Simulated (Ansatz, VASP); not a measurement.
# Si4F in VASP and in Ansatz

INCAR

```
SYSTEM = Si4F
ALGO = Normal
EDIFF = 1E-7
ENCUT = 520
GGA = PE
ISIF = 2
ISMEAR = 0
LASPH = .True.
LCHARG = .False.
LREAL = .False.
LWAVE = .False.
NBANDS = 20
NELM = 80
PREC = Accurate
SIGMA = 0.1
```

The input KPOINTS:

```
k-points
0
Gamma
  6 6 4
  0 0 0
```

The input POSCAR:

```
Si4F
1.0
    4.8694301300      0.0000000000      0.0000000000
   -2.4347150700      4.2170502000      0.0000000000
    0.0000000000      0.0000000000      4.1208975800
Si F
4 1
Direct
    0.0000000000      0.0000000000      0.5000000000
    0.5000000000      0.0000000000      0.0000000000
    0.0000000000      0.5000000000      0.0000000000
    0.5000000000      0.5000000000      0.0000000000
    0.0000000000      0.0000000000      0.0000000000
```

Input for Ansatz:

```yaml
crystal:
  lattice:
    - [4.86943013, 0.0, 0.0]
    - [-2.43471507, 4.2170502, 0.0]
    - [0.0, 0.0, 4.12089758]
  atoms:
    - { symbol: Si, position: [0.0, 0.0, 0.5] }
    - { symbol: Si, position: [0.5, 0.0, 0.0] }
    - { symbol: Si, position: [0.0, 0.5, 0.0] }
    - { symbol: Si, position: [0.5, 0.5, 0.0] }
    - { symbol: F, position: [0.0, 0.0, 0.0] }
basis:
  ecutwfc: 420
kpoints:
  mp_grid: { grid: [6, 6, 4] }
hamiltonian:
  xc: pbe
scf:
  occupations: { method: gaussian, width: 0.1 }
  lower_state_search: "off"
output:
  forces: true
  stress: true
  eigenvalues: true
```

Alike in both runs: task single point; functional PBE; k mesh 6 × 6 × 4; occupations gaussian, width 0.1 eV; no spin polarisation.

```csv
,VASP,Ansatz
version,VASP 6.6.1,Ansatz 0.2.0
potentials or method,"VASP PAW PBE potentials, release 64 (Si, F), cutoff 520 eV","scalar-relativistic, plane waves, PAW"
valence electrons in the cell,23,23
```

```csv
,VASP,Ansatz,Ansatz less VASP
gap on the k mesh at the Fermi level (eV),none,none,-
pressure (GPa),10.1,10.2,+0.06
"traceless stress, the component that is largest in VASP (GPa)",-9.08,-9.17,-0.098
```

A gap of «none» marks a metal or a gap that the smearing closes.

The k mesh is coarse, so the values compare programs but aren't converged.
